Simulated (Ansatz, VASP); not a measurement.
ScBSbP3: VASP beside Ansatz

```
CELL_PARAMETERS angstrom
4.21415 0.00000 0.00000
0.00000 3.52695 0.00000
0.00000 0.00000 8.65722
ATOMIC_POSITIONS crystal
Sc 0.00000 0.00000 0.00000
B 0.00000 0.00000 0.50000
Sb 0.50000 0.00000 0.50000
P 0.50000 0.50000 0.73859
P 0.50000 0.50000 0.26141
P 0.50000 0.50000 0.00000
```

Alike in both runs: functional PBE; k mesh 10 × 8 × 6; occupations gaussian, width 0.1 eV; no spin polarisation.

Ansatz relaxed the structure, and its values are those at the end. VASP's run is a single point on that final structure, the one shown.

|  | VASP | Ansatz |
| --- | --- | --- |
| version | VASP 6.6.1 | Ansatz 0.2.0 |
| potentials or method | VASP PAW PBE potentials, release 64 (Sc_sv, B, Sb, P), cutoff 520 eV | scalar-relativistic, plane waves, PAW |
| valence electrons in the cell | 34 | 44 |

```tsv
	VASP	Ansatz	Ansatz less VASP
gap on the k mesh at the Fermi level (eV)	none	none	-
pressure (GPa)	0.2	0.0	-0.17
rms of the force components (eV/Å)	0.011	0.000	-0.0105
```

A gap of «none» marks a metal or a gap that the smearing closes. With one functional, cell and mesh, what is left measures potentials, basis and numerics. VASP's potentials hold 34 valence electrons a cell and Ansatz's 44, so a difference there can come from the potentials and not from the codes.

Neither program's run includes spin-orbit coupling.
